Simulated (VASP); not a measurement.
# CdH2O2 (P-3m1) in VASP: notebook

The runs below take CdH2O2 through single point, with r2SCAN.

All numbers are computed with VASP 6.6.1; they aren't measurements. Logs are shortened: lines on timing, memory, paths and dates and some standing lists are left out, and cuts for length are marked.

**1. The cell of the first run**

It takes space group P-3m1 (No. 164, trigonal). The conventional cell has a = 3.394 Å, b = 3.394 Å, c = 4.483 Å, α = 90.00°, β = 90.00°, γ = 120.00°. Within 3.0 Å of Cd (site symmetry -3m) lie 6 O at 2.24 Å and 6 H at 2.81 Å. Within 1.3 Å of H (site symmetry 3m) lie 1 O at 0.93 Å. O (site symmetry 3m) has 1 H at 0.93 Å within 1.3 Å.

**2. Single point, r2SCAN**

File POSCAR:

```
CdH2O2
1.0
    3.3942030343      0.0000000000      0.0000000000
   -1.6971015172      2.9394662236      0.0000000000
    0.0000000000      0.0000000000      4.4827469374
Cd H O
1 2 2
Direct
    0.0000000000      0.0000000000      0.0000000000
    0.6666666667      0.3333333333      0.5509610000
    0.3333333333      0.6666666667      0.4490390000
    0.6666666667      0.3333333333      0.7593720000
    0.3333333333      0.6666666667      0.2406280000
```

File INCAR.step1:

```
PREC = Accurate ; ENCUT = 520
ISMEAR = 0 ; SIGMA = 0.01
LREAL = F ; LASPH = T
NELM = 80 ; NBANDS = 21
GGA = PE ; ALGO = Normal
EDIFF = 1E-4 ; LWAVE = T
LCHARG = F
```

File INCAR.step2:

```
PREC = Accurate ; ENCUT = 520
EDIFF = 1E-7 ; ISMEAR = 0
SIGMA = 0.01 ; LREAL = F
LASPH = T ; NELM = 80
ALGO = Normal ; ISIF = 2
LWAVE = F ; LCHARG = F
METAGGA = R2SCAN ; LMIXTAU = T
NBANDS = 21 ; ISTART = 1
```

File KPOINTS:

```
Automatic mesh
0
Gamma
  6 6 4
```

Potentials or basis: VASP PAW PBE potentials, release 64 (Cd, H, O).

Command:

```console
cat potpaw_PBE.64/Cd/POTCAR potpaw_PBE.64/H/POTCAR potpaw_PBE.64/O/POTCAR > POTCAR
cp INCAR.step1 INCAR
mpirun -np 1 vasp_std > vasp.out
cp INCAR.step2 INCAR
mpirun -np 1 vasp_std > vasp.out
```

OUTCAR:

```text
PREC = Accurate
   ENCUT = 520
   EDIFF = 1E-7
   ISMEAR = 0
   LREAL = F
   LASPH = T
   NELM = 80
   ISIF = 2
   METAGGA = R2SCAN
   ISTART = 1

 ion  position               nearest neighbor table
   1  0.000  0.000  0.000-   4 2.24   5 2.24   4 2.24   5 2.24   4 2.24   5 2.24
   2  0.667  0.333  0.551-   4 0.93
   3  0.333  0.667  0.449-   5 0.93
   4  0.667  0.333  0.759-   2 0.93   1 2.24   1 2.24   1 2.24
   5  0.333  0.667  0.241-   3 0.93   1 2.24   1 2.24   1 2.24

  LATTYP: Found a hexagonal cell.
 ALAT       =     3.3942030343
 C/A-ratio  =     1.3207067733

  Lattice vectors:

 A1 = (   3.3942030343,   0.0000000000,   0.0000000000)
 A2 = (  -1.6971015172,   2.9394662236,   0.0000000000)
 A3 = (   0.0000000000,   0.0000000000,   4.4827469374)

Analysis of symmetry for initial positions (statically):
=====================================================================
 Subroutine PRICEL returns:
 Original cell was already a primitive cell.

 Routine SETGRP: Setting up the symmetry group for a
 hexagonal supercell.

 Subroutine GETGRP returns: Found 12 space group operations
 (whereof 12 operations were pure point group operations)
 out of a pool of 24 trial point group operations.

The static configuration has the point symmetry D_3d.

Analysis of symmetry for dynamics (positions and initial velocities):
=====================================================================
 Subroutine PRICEL returns:
 Original cell was already a primitive cell.

 Routine SETGRP: Setting up the symmetry group for a
 hexagonal supercell.

 Subroutine GETGRP returns: Found 12 space group operations
 (whereof 12 operations were pure point group operations)
 out of a pool of 24 trial point group operations.

The dynamic configuration has the point symmetry D_3d.

 Subroutine INISYM returns: Found 12 space group operations
 (whereof 12 operations are pure point group operations),
 and found     1 'primitive' translations

----------------------------------------------------------------------------------------

                                     Primitive cell

  volume of cell :      44.7250

  direct lattice vectors                    reciprocal lattice vectors
     3.394203034  0.000000000  0.000000000     0.294619971  0.170098910  0.000000000
    -1.697101517  2.939466224  0.000000000     0.000000000  0.340197820  0.000000000
     0.000000000  0.000000000  4.482746937     0.000000000  0.000000000  0.223077504

  length of vectors
     3.394203034  3.394203182  4.482746937     0.340197834  0.340197820  0.223077504

  position of ions in fractional coordinates (direct lattice)
     0.000000000  0.000000000  0.000000000
     0.666666667  0.333333333  0.550961000
     0.333333333  0.666666667  0.449039000
     0.666666667  0.333333333  0.759372000
     0.333333333  0.666666667  0.240628000

  ion indices of the primitive-cell ions
   primitive index   ion index
                 1           1
                 2           2
                 3           3
                 4           4
                 5           5

----------------------------------------------------------------------------------------

 KPOINTS: Automatic mesh

Automatic generation of k-mesh.
 Grid dimensions read from file:
 generate k-points for:    6    6    4

 Generating k-lattice:

  Cartesian coordinates                     Fractional coordinates (reciprocal lattice)
     0.049103329  0.028349818  0.000000000     0.166666667  0.000000000  0.000000000
     0.000000000  0.056699637  0.000000000     0.000000000  0.166666667  0.000000000
     0.000000000  0.000000000  0.055769376     0.000000000  0.000000000  0.250000000

  Length of vectors
     0.056699639  0.056699637  0.055769376

  Shift w.r.t. Gamma in fractional coordinates (k-lattice)
     0.000000000  0.000000000  0.000000000

 Subroutine IBZKPT returns following result:
 ===========================================

 Found     24 irreducible k-points:

 Following reciprocal coordinates:
            Coordinates               Weight
  0.000000  0.000000  0.000000      1.000000
  0.166667  0.000000  0.000000      6.000000
  0.333333  0.000000  0.000000      6.000000
  0.500000  0.000000  0.000000      3.000000
  0.166667  0.166667  0.000000      6.000000
  0.333333  0.166667  0.000000     12.000000
[... 16 lines left out ...]
  0.333333  0.166667  0.500000     12.000000
  0.333333  0.333333  0.500000      2.000000
   k-points           NKPTS =     24   k-points in BZ     NKDIM =     24   number of bands    NBANDS=     21
   number of dos      NEDOS =    301   number of ions     NIONS =      5
   total plane-waves  NPLWV =  28224
   dimension x,y,z NGX =    28 NGY =   28 NGZ =   36
   dimension x,y,z NGXF=    56 NGYF=   56 NGZF=   72
   ions per type =               1   2   2
   NGX,Y,Z   is equivalent  to a cutoff of  13.71, 13.71, 13.35 a.u.
   NGXF,Y,Z  is equivalent  to a cutoff of  27.43, 27.43, 26.70 a.u.
 SYSTEM =  unknown system
   PREC   = accura    normal or accurate (medium, high low for compatibility)
   ISTART =      1    job   : 0-new  1-cont  2-samecut
   ICHARG =      0    charge: 1-file 2-atom 10-const
   ISPIN  =      1    spin polarized calculation?
   LNONCOLLINEAR =      F non collinear calculations
   LSORBIT =      F    spin-orbit coupling
   LASPH  =      T    aspherical Exc in radial PAW
   ENCUT  =  520.0 eV  38.22 Ry    6.18 a.u.   6.31  6.31  8.33*2*pi/ulx,y,z
   NELM   =     80;   NELMIN=  2; NELMDL=  0     # of ELM steps
   EDIFF  = 0.1E-06   stopping-criterion for ELM
   LREAL  =      F    real-space projection
   EDIFFG = 0.1E-05   stopping-criterion for IOM
   NSW    =      0    number of steps for IOM
   IBRION =     -1    ionic relax: 0-MD 1-quasi-New 2-CG
   NFREE  =      0    steps in history (QN), initial steepest desc. (CG)
   ISIF   =      2    stress and relaxation
   ISYM   =      2    0-nonsym 1-usesym 2-fastsym
   POTIM  = 0.5000    time-step for ionic-motion
   TEBEG  =    0.0;   TEEND  =   0.0 temperature during run
   PSTRESS=    0.0 pullay stress
   NELECT =      26.0000    total number of electrons
   NUPDOWN=      -1.0000    fix difference up-down
   EMIN   =  10.00;   EMAX   =-10.00  energy-range for DOS
   EFERMI =   0.00;   METHOD = LEGACY
   ISMEAR =     0;   SIGMA  =   0.01  broadening in eV -4-tet -1-fermi 0-gaus
   EFERMI_NEDOS =   21; number of points for ismear=-14 and -15
   IALGO  =     38    algorithm
   IMIX   =      4    mixing-type and parameters
     AMIX     =   0.40;   BMIX     =  1.00
     AMIX_MAG =   1.60;   BMIX_MAG =  1.00
  volume/ion in A,a.u.               =       8.95        60.36
  Fermi-wavevector in a.u.,A,eV,Ry     =   1.366310  2.581951 25.399381  1.866802
  Thomas-Fermi vector in A             =   2.492461
   LORBIT       =      0    0 simple, 1 ext, 2 COOP (PROOUT), +10 PAW based schemes
   METAGGA = R2SCAN    functional components
   LHFCALC =     F    Hartree Fock is set to
   AEXX    =    0.0000 exact exchange contribution
   IVDW    =     0    specifies the selected vdW correction
   LEPSILON=     F    determine dielectric tensor
   LRPA    =     F    only Hartree local field effects (RPA)
 non-spin polarized calculation
 Gauss-broadening in eV      SIGMA  =   0.01
  energy-cutoff  :      520.00
  volume of cell :       44.73
 maximum number of plane-waves:      1229
 NGX is ok and might be reduce to    28
   NGX = 13   NGY = 13   NGZ = 17

 number of electron      26.0000009 magnetization

 Free energy of the ion-electron system (eV)
  ---------------------------------------------------
  ext. energy  EPLUGINS =         0.00000000
  ---------------------------------------------------
  free energy    TOTEN  =       -44.43824410 eV

  energy without entropy =      -44.43824410  energy(sigma->0) =      -44.43824410

 E-fermi :   0.5344     XC(G=0): -11.0841

 val. band max:        0.4448828524   @ k =   0.5000   0.0000   0.0000
 cond. band min:       2.9895464608   @ k =   0.0000   0.0000   0.0000
 fundamental gap:      2.5446636083
 Fermi energy:         0.5343812983

 k-point     1 :       0.0000    0.0000    0.0000
  band No.  band energies     occupation
      1     -19.9182      2.00000
      2     -18.6843      2.00000
      3      -8.0374      2.00000
      4      -6.3794      2.00000
      5      -6.3794      2.00000
      6      -5.3149      2.00000
[... 13 lines left out ...]
     20      17.3391      0.00000
     21      19.4705      0.00000

 k-point     2 :       0.1667    0.0000    0.0000
  band No.  band energies     occupation
      1     -19.7929      2.00000
      2     -18.7399      2.00000
      3      -7.7513      2.00000
      4      -6.4488      2.00000
      5      -6.2399      2.00000
      6      -5.4468      2.00000
[... 13 lines left out ...]
     20      17.3598      0.00000
     21      18.3308      0.00000

 k-point     3 :       0.3333    0.0000    0.0000
  band No.  band energies     occupation
      1     -19.4975      2.00000
      2     -18.8869      2.00000
      3      -7.1861      2.00000
      4      -6.4193      2.00000
      5      -6.0443      2.00000
      6      -5.8436      2.00000
[... 13 lines left out ...]
     20      16.1207      0.00000
     21      16.8951      0.00000

 k-point     4 :       0.5000    0.0000    0.0000
  band No.  band energies     occupation
      1     -19.2682      2.00000
      2     -19.0368      2.00000
      3      -7.0595      2.00000
      4      -6.1054      2.00000
      5      -6.0220      2.00000
      6      -6.0128      2.00000
[... 13 lines left out ...]
     20      15.8168      0.00000
     21      17.0323      0.00000

 k-point     5 :       0.1667    0.1667    0.0000
  band No.  band energies     occupation
      1     -19.5836      2.00000
      2     -18.8385      2.00000
      3      -7.2906      2.00000
      4      -6.5885      2.00000
      5      -6.0249      2.00000
      6      -5.6339      2.00000
[... 13 lines left out ...]
     20      15.9516      0.00000
     21      17.2985      0.00000

 k-point     6 :       0.3333    0.1667    0.0000
  band No.  band energies     occupation
      1     -19.3046      2.00000
      2     -18.9972      2.00000
      3      -6.9564      2.00000
      4      -6.6036      2.00000
      5      -5.9595      2.00000
      6      -5.7748      2.00000
[... 13 lines left out ...]
     20      15.2998      0.00000
     21      17.1674      0.00000

 k-point     7 :       0.3333    0.3333    0.0000
  band No.  band energies     occupation
      1     -19.1284      2.00000
      2     -19.1284      2.00000
      3      -6.8139      2.00000
      4      -6.8139      2.00000
      5      -5.8175      2.00000
      6      -5.8174      2.00000
[... 13 lines left out ...]
     20      14.6197      0.00000
     21      18.0403      0.00000
[... 291 lines left out ...]
      1     -19.3453      2.00000
      2     -19.0322      2.00000
      3      -7.3780      2.00000
      4      -6.6736      2.00000
      5      -6.1031      2.00000
      6      -5.6449      2.00000
[... 13 lines left out ...]
     20      15.8957      0.00000
     21      17.1005      0.00000

 k-point    21 :       0.5000    0.0000    0.5000
  band No.  band energies     occupation
      1     -19.2796      2.00000
      2     -19.0001      2.00000
      3      -7.5036      2.00000
      4      -6.1819      2.00000
      5      -6.1129      2.00000
      6      -5.7941      2.00000
[... 13 lines left out ...]
     20      16.0789      0.00000
     21      17.0579      0.00000

 k-point    22 :       0.1667    0.1667    0.5000
  band No.  band energies     occupation
      1     -19.3706      2.00000
      2     -19.0570      2.00000
      3      -7.1796      2.00000
      4      -6.9536      2.00000
      5      -6.1001      2.00000
      6      -5.5845      2.00000
[... 13 lines left out ...]
     20      15.9588      0.00000
     21      17.7833      0.00000

 k-point    23 :       0.3333    0.1667    0.5000
  band No.  band energies     occupation
      1     -19.2529      2.00000
      2     -19.0302      2.00000
      3      -7.2838      2.00000
      4      -6.5630      2.00000
      5      -6.0456      2.00000
      6      -5.7527      2.00000
[... 13 lines left out ...]
     20      17.1159      0.00000
     21      18.0365      0.00000

 k-point    24 :       0.3333    0.3333    0.5000
  band No.  band energies     occupation
      1     -19.1193      2.00000
      2     -19.1193      2.00000
      3      -6.8622      2.00000
      4      -6.8622      2.00000
      5      -5.8876      2.00000
      6      -5.8876      2.00000
[... 13 lines left out ...]
     20      18.9529      0.00000
     21      19.1391      0.00000

------------------------ aborting loop because EDIFF is reached ----------------------------------------

  FORCE on cell =-STRESS in cart. coord.  units (eV):
  Direction    XX          YY          ZZ          XY          YZ          ZX
  --------------------------------------------------------------------------------------
  -------------------------------------------------------------------------------------
  Total        3.8218023      3.8218028      5.9925405     -0.0000000     -0.0000000      0.0000000
  in kB      136.9078313    136.9078472    214.6698474     -0.0000000     -0.0000000      0.0000000
  external PRESSURE =     162.8285086 kB  Pullay stress =       0.0000000 kB

 VOLUME and BASIS-vectors are now :
 -----------------------------------------------------------------------------
  energy-cutoff  :      520.00
  volume of cell :       44.73
      direct lattice vectors                 reciprocal lattice vectors
     3.394203034  0.000000000  0.000000000     0.294619971  0.170098910  0.000000000
    -1.697101517  2.939466224  0.000000000     0.000000000  0.340197820  0.000000000
     0.000000000  0.000000000  4.482746937     0.000000000  0.000000000  0.223077504

 POSITION                                       TOTAL-FORCE (eV/Angst)
 -----------------------------------------------------------------------------------
      0.00000      0.00000      0.00000        -0.000000      0.000000      0.000000
      1.69710      0.97982      2.46982        -0.000000      0.000000     -1.829213
     -0.00000      1.95964      2.01293        -0.000000      0.000000      1.829213
      1.69710      0.97982      3.40407        -0.000000      0.000000      0.962159
     -0.00000      1.95964      1.07867         0.000000     -0.000000     -0.962159
 -----------------------------------------------------------------------------------
    total drift:                                0.000000     -0.000000      0.000000

  FREE ENERGIE OF THE ION-ELECTRON SYSTEM (eV)
  ---------------------------------------------------
  free  energy   TOTEN  =       -44.4382441009 eV

  energy  without entropy=      -44.4382441009  energy(sigma->0) =      -44.43824410
```

Wall time 74 s (1 thread of Intel Xeon 6975P-C (Granite Rapids), shared host); peak memory 0.18 GiB.

Results:

```
Free energy            : -44.4382 eV
Pressure               : 16.3 GPa
Largest force          : 1.829 eV/Å
Band gap on the k mesh : 2.54 eV (least direct gap 2.91 eV)
```

Forces on the atoms (eV/Å):
```
Cd   0.000  0.000  0.000
H    0.000  0.000 -1.829
H    0.000  0.000  1.829
O    0.000  0.000  0.962
O    0.000  0.000 -0.962
```

Stress tensor (GPa, compression positive):
```
13.69  0.00  0.00
 0.00 13.69  0.00
 0.00  0.00 21.47
```

Caveat: the stress differs along the axes, from 14 to 21 GPa; the PAW data sets were made with another functional, which shifts forces and pressure a little. A k mesh can miss the band edges.

**3. Single point, r2SCAN**

This run uses another cell than the first one, of 9.19 Å³/atom.

Changes to POSCAR since step 2:

```diff
@@ -2,5 +2,5 @@
 1.0
-    3.3942030343      0.0000000000      0.0000000000
-   -1.6971015172      2.9394662236      0.0000000000
-    0.0000000000      0.0000000000      4.4827469374
+    3.4253442512      0.0000000000      0.0000000000
+   -1.7126721256      2.9664353100      0.0000000000
+    0.0000000000      0.0000000000      4.5238753535
 Cd H O
```

File INCAR.step1:

```
SYSTEM = CdH2O2
  ALGO = Normal
  EDIFF = 1E-4
  ENCUT = 520
  GGA = PE
  ISMEAR = 0
  LASPH = .True.
  LCHARG = .False.
  LREAL = .False.
  LWAVE = .True.
  NBANDS = 21
  NELM = 100
  PREC = Accurate
  SIGMA = 0.01
```

File INCAR.step2:

```
SYSTEM = CdH2O2
  ALGO = Normal
  EDIFF = 1E-7
  ENCUT = 520
  ISIF = 2
  ISMEAR = 0
  ISTART = 1
  LASPH = .True.
  LCHARG = .False.
  LMIXTAU = .True.
  LREAL = .False.
  LWAVE = .False.
  METAGGA = R2SCAN
  NBANDS = 21
  NELM = 100
  PREC = Accurate
  SIGMA = 0.01
```

File KPOINTS:

```
k-points
0
Gamma
  6 6 4
  0 0 0
```

Potentials or basis: VASP PAW PBE potentials, release 64 (Cd, H, O).

Command:

```console
cat potpaw_PBE.64/Cd/POTCAR potpaw_PBE.64/H/POTCAR potpaw_PBE.64/O/POTCAR > POTCAR
cp INCAR.step1 INCAR
mpirun -np 1 vasp_std > vasp.out
cp INCAR.step2 INCAR
mpirun -np 1 vasp_std > vasp.out
```

It took 73 s on 1 thread of Intel Xeon 6975P-C (Granite Rapids), shared host; peak memory 0.18 GiB.

The run converged. Its results:

```yaml
Free_energy: -44.5476 eV
Pressure: 11.4 GPa
Largest_force: 1.320 eV/Å
Band_gap_on_the_k_mesh: 2.47 eV (least direct gap 2.83 eV)
```

Forces in eV/Å, atoms in the order of the input:
```
Cd   0.000  0.000  0.000
H    0.000  0.000 -1.320
H    0.000  0.000  1.320
O    0.000  0.000  0.711
O    0.000  0.000 -0.711
```

Stress tensor (GPa, compression positive):
```
 9.59  0.00  0.00
 0.00  9.59  0.00
 0.00  0.00 15.05
```

Levels at points of the mesh, in eV from the valence-band top:
| k point | band 11 | band 12 | band 13 | band 14 | band 15 | band 16 |
| --- | --- | --- | --- | --- | --- | --- |
| (0.00, 0.00, 0.00) | -1.31 | -0.36 | -0.36 | 2.47 | 6.86 | 11.58 |
| (0.50, 0.00, 0.00) | -2.83 | -2.58 | 0.00 | 7.41 | 7.75 | 9.80 |
| (0.00, 0.00, 0.50) | -1.58 | -0.05 | -0.05 | 5.07 | 5.47 | 12.17 |
| (0.50, 0.00, 0.50) | -2.10 | -2.06 | -0.53 | 7.24 | 7.80 | 10.35 |

Caveat: the stress differs along the axes, from 10 to 15 GPa; the PAW data sets were made with another functional, which shifts forces and pressure a little. A k mesh can miss the band edges.
